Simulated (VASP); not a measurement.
Here is a VASP 6.6.1 calculation.

INCAR

```
SYSTEM = Na3B
PREC = Accurate
ENCUT = 520
EDIFF = 1E-7
ISMEAR = 0
SIGMA = 0.1
LREAL = .False.
LASPH = .True.
NELM = 100
ALGO = Fast
ISIF = 2
LWAVE = .False.
LCHARG = .False.
GGA = PE
NBANDS = 20
```

KPOINTS

```
regular mesh
0
Gamma
  12 12 10
  0 0 0
```

POSCAR

```
Na3B
1.0
    4.9971116096      0.0000000000      0.0000000000
   -2.4985558048      4.3276255995      0.0000000000
    0.0000000000      0.0000000000      5.2616563818
Na B
3 1
Direct
    0.3333333333      0.6666666667      0.0000000000
    0.6666666667      0.3333333333      0.0000000000
    0.0000000000      0.0000000000      0.5000000000
    0.0000000000      0.0000000000      0.0000000000
```

Potentials or basis: VASP PAW PBE potentials, release 64 (Na_pv, B).

Command:

```console
$ cat potpaw_PBE.64/Na_pv/POTCAR potpaw_PBE.64/B/POTCAR > POTCAR
$ mpirun -np 1 vasp_std > vasp.out
```

Problem. What does it give for the pressure?

Solution. 0.0 GPa.

Problem. Estimate the band gap on the k mesh.

Solution. Zero (bands 12 and 13 overlap by 1.01 eV).
